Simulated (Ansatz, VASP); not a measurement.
# One calculation of BiTe, two programs

POSCAR

```
BiTe
1.0
    2.5438431614      1.4686885340      3.3172919545
   -2.5438431614      1.4686885340      3.3172919545
    0.0000000000     -2.9373770681      3.3172919545
Bi Te
1 1
Direct
    0.5000000000      0.5000000000      0.5000000000
    0.0000000000      0.0000000000      0.0000000000
```

Contents of INCAR.step1:

```
SYSTEM = BiTe
PREC = Accurate
ENCUT = 520
ISMEAR = 0
SIGMA = 0.15
LREAL = .FALSE.
LASPH = .TRUE.
NELM = 100
NBANDS = 18
GGA = PE
ALGO = Normal
EDIFF = 1E-4
LWAVE = .TRUE.
LCHARG = .FALSE.
```

INCAR.step2

```
SYSTEM = BiTe
PREC = Accurate
ENCUT = 520
EDIFF = 1E-6
ISMEAR = 0
SIGMA = 0.15
LREAL = .FALSE.
LASPH = .TRUE.
NELM = 100
ALGO = Normal
ISIF = 2
LWAVE = .FALSE.
LCHARG = .FALSE.
METAGGA = R2SCAN
LMIXTAU = .TRUE.
NBANDS = 18
ISTART = 1
```

File KPOINTS:

```
regular mesh
0
G
  12 12 12
  0 0 0
```

Input for Ansatz:

```yaml
crystal:
  lattice:
    - [2.5438431614, 1.468688534, 3.3172919545]
    - [-2.5438431614, 1.468688534, 3.3172919545]
    - [0.0, -2.9373770681, 3.3172919545]
  atoms:
    - { symbol: Bi, position: [0.5, 0.5, 0.5] }
    - { symbol: Te, position: [0.0, 0.0, 0.0] }
basis:
  ecutwfc: 500
kpoints:
  mp_grid: { grid: [12, 12, 12] }
hamiltonian:
  xc: r2scan
scf:
  occupations: { method: gaussian, width: 0.15 }
output:
  forces: true
  stress: true
  eigenvalues: true
```

Change from the starting cell: strain +0.050 along x and y, +0.000 along z, atoms carried along.

Alike in both runs: task single point; functional r2SCAN; k mesh 12 × 12 × 12; occupations gaussian, width 0.15 eV; no spin polarisation.

|  | VASP | Ansatz |
| --- | --- | --- |
| version | VASP 6.6.1 | Ansatz 0.2.0 |
| potentials or method | VASP PAW PBE potentials, release 64 (Bi_d, Te), cutoff 520 eV | scalar-relativistic, plane waves, PAW |
| valence electrons in the cell | 21 | 31 |

```tsv
	VASP	Ansatz	Ansatz less VASP
gap on the k mesh at the Fermi level (eV)	none	none	-
pressure (GPa)	-4.9	-4.9	+0.03
traceless stress, the component that is largest in VASP (GPa)	1.70	1.70	-0.003
```

VASP's potentials were made for PBE, not for r2SCAN. A gap of «none» marks a metal or a gap that the smearing closes. VASP's potentials hold 21 valence electrons a cell and Ansatz's 31, so a difference there can come from the potentials and not from the codes.

Spin-orbit coupling is off throughout.
